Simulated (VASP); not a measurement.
## Bi: single point with PBEsol

Bi:

```
Bi
1.0
     2.29610   -6.22508    0.00000
     2.29610    6.22508    0.00000
     0.00000    0.00000    4.66434
Bi
4
Direct
  0.12175 0.87825 0.97670
  0.62175 0.37825 0.52330
  0.87825 0.12175 0.02330
  0.37825 0.62175 0.47670
```

```
Program                : VASP 6.6.1
Task                   : single point
Functional             : PBEsol
Potentials or basis    : VASP PAW PBE potentials, release 64 (Bi_d)
Cutoff                 : 520 eV
k mesh                 : 6 × 6 × 4
Occupations            : gaussian, width 0.1 eV
Spin                   : no spin polarisation
Dipole correction      : no
Further INCAR settings : ALGO = Fast; EDIFF = 1e-07; NBANDS = 38
```

The pressure is -0.3 GPa and the largest force is 0.009 eV/Å. The band gap on the k mesh is zero (band 30 reaches 6.58 eV, above the bottom of band 31 at 6.37 eV).

Forces in eV/Å, atoms in the order of the input:
```
Bi   0.000 -0.006 -0.006
Bi   0.000 -0.006  0.006
Bi   0.000  0.006  0.006
Bi   0.000  0.006 -0.006
```

Stress tensor (GPa, compression positive):
```
-0.47  0.00  0.00
 0.00 -0.08  0.00
 0.00  0.00 -0.49
```

Levels at points of the mesh, in eV from the Fermi level:
| k point | band 26 | band 27 | band 28 | band 29 | band 30 | band 31 | band 32 | band 33 | band 34 | band 35 |
| --- | --- | --- | --- | --- | --- | --- | --- | --- | --- | --- |
| (0.00, 0.00, 0.00) | -3.06 | -2.30 | -2.04 | -0.97 | -0.15 | 2.96 | 3.08 | 3.68 | 3.85 | 3.86 |
| (0.50, 0.00, 0.00) | -2.27 | -1.16 | -1.16 | -0.65 | -0.65 | 0.73 | 0.73 | 1.07 | 1.07 | 2.99 |
| (0.50, 0.50, 0.00) | -2.41 | -2.30 | -1.49 | -0.94 | -0.84 | -0.07 | 2.60 | 3.09 | 3.15 | 3.66 |
| (0.00, 0.00, 0.50) | -3.11 | -0.63 | -0.63 | -0.42 | -0.42 | 0.25 | 0.25 | 0.61 | 0.61 | 4.90 |
| (0.50, 0.00, 0.50) | -4.47 | -3.66 | -3.66 | -1.15 | -1.15 | 1.85 | 1.85 | 5.31 | 5.31 | 6.02 |
| (0.50, 0.50, 0.50) | -1.38 | -1.07 | -1.07 | -0.15 | -0.15 | 0.32 | 0.32 | 1.49 | 1.49 | 1.73 |

Wall time 4.2 min on 1 thread of AMD EPYC 9R45 96-Core Processor (Zen 5), with other jobs on the host, peak memory 0.33 GiB.

Caveat: the PAW data sets were made with another functional, which shifts forces and pressure a little; spin-orbit coupling is left out, which moves the levels of the heavy elements.
